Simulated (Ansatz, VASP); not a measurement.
**Two plane-wave programs on ZrTi**

```
CELL_PARAMETERS angstrom
3.15289 0.00000 0.00000
0.00000 3.15289 0.00000
0.00000 0.00000 4.25301
ATOMIC_POSITIONS crystal
Zr 0.50000 0.50000 0.50000
Ti 0.00000 0.00000 0.00000
```

Alike in both runs: task single point; functional LDA; k mesh 7 × 7 × 6; occupations fermi-dirac, width 0.1 eV; no spin polarisation.

```csv
,VASP,Ansatz
version,VASP 6.6.1,Ansatz 0.2.0
potentials or method,"VASP PAW LDA potentials, release 64 (Zr_sv, Ti_sv), cutoff 520 eV","plane waves, PAW"
valence electrons in the cell,24,24
```

```csv
,VASP,Ansatz,Ansatz less VASP
pressure (GPa),-10.2,-10.2,-0.04
"traceless stress, the component that is largest in VASP (GPa)",-0.34,-0.32,+0.018
```

LDA's correlation is that of Perdew and Zunger in VASP and of Perdew and Wang (1992) in Ansatz.
